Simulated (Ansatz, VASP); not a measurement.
Two plane-wave programs on Ni

File INCAR:

```
ALGO = Normal
EDIFF = 1E-6
ENCUT = 600
GGA = PE
GGA_COMPAT = F
ISIF = 2
ISMEAR = -1
LASPH = T
LCHARG = F
LREAL = F
LWAVE = F
NBANDS = 17
NELM = 120
PREC = Accurate
SIGMA = 0.1
```

The input KPOINTS:

```
k-points
0
Gamma
  6 12 12
```

POSCAR

```
Ni
1.0
    0.0000000000      3.5439000000      3.5439000000
    1.7719500000      0.0000000000      1.7719500000
    1.7719500000      1.7719500000      0.0000000000
Ni
2
Direct
    0.0000000000      0.0000000000      0.0000000000
    0.5000000000      0.0000000000      0.0000000000
```

Input for Ansatz:

```yaml
crystal:
  lattice:
    - [0.0, 3.5439, 3.5439]
    - [1.77195, 0.0, 1.77195]
    - [1.77195, 1.77195, 0.0]
  atoms:
    - { symbol: Ni, position: [0.0, 0.0, 0.0] }
    - { symbol: Ni, position: [0.5, 0.0, 0.0] }
hamiltonian:
  xc: pbe
  pseudopotentials: { kind: paw }
basis:
  ecutwfc: 420
kpoints:
  mp_grid: { grid: [6, 12, 12] }
scf:
  occupations: { method: fermi_dirac, width: 0.1 }
  lower_state_search: "off"
output:
  forces: true
  stress: true
```

Alike in both runs: task single point; functional PBE; k mesh 6 × 12 × 12; occupations fermi-dirac, width 0.1 eV; no spin polarisation.

```csv
,VASP,Ansatz
version,VASP 6.6.1,Ansatz 0.2.0
potentials or method,"VASP PAW PBE potentials, release 64 (Ni), cutoff 600 eV","PAW, plane waves, scalar-relativistic"
valence electrons in the cell,20,36
```

```csv
,VASP,Ansatz,Ansatz less VASP
pressure (GPa),-4.8,-4.8,+0.01
```

The functional is the same, so the differences come from potentials, cutoffs and numerics. VASP's potentials hold 20 valence electrons a cell and Ansatz's 36, so a difference there can come from the potentials and not from the codes.
